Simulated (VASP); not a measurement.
Input of a VASP 6.6.1 run:

The input INCAR:

```
PREC = Accurate
ENCUT = 600
EDIFF = 1E-6
ISMEAR = 0
SIGMA = 0.1
LREAL = F
LASPH = T
NELM = 100
ALGO = Normal
ISIF = 3
LWAVE = F
LCHARG = F
GGA = PS
IBRION = 2
NSW = 70
EDIFFG = -0.008
PSTRESS = 900.0
```

The input KPOINTS:

```
Automatic mesh
0
Gamma
  18 18 10
```

File POSCAR:

```
Ag
1.0
    2.5899452128      0.0000000000      0.0000000000
   -1.2949726064      2.2429583487      0.0000000000
    0.0000000000      0.0000000000      4.2346857876
Ag
2
Direct
    0.3333333333      0.6666666667      0.2500000000
    0.6666666667      0.3333333333      0.7500000000
```

Potentials or basis: VASP PAW PBE potentials, release 64 (Ag).

Launch:

```bash
$ cat potpaw_PBE.64/Ag/POTCAR > POTCAR
$ mpirun -np 1 vasp_std > vasp.out
```

Task: What does it give for the band gap on the k mesh?

Result: Zero (bands 11 and 12 overlap by 9.23 eV).

Task: Estimate the relaxed cell.

Result: a = 2.579 Å, b = 2.579 Å, c = 4.220 Å, α = 90.00°, β = 90.00°, γ = 120.00°.

Final structure:
```xyz
2
Lattice="2.5786 0.0000 0.0000 -1.2893 2.2331 0.0000 0.0000 0.0000 4.2202" Properties=species:S:1:pos:R:3 pbc="T T T"
Ag    0.0000    1.4888    1.0550
Ag    1.2893    0.7444    3.1651
```

Caveat: the cell is relaxed towards a set pressure, so the run minimises the enthalpy, not the energy.
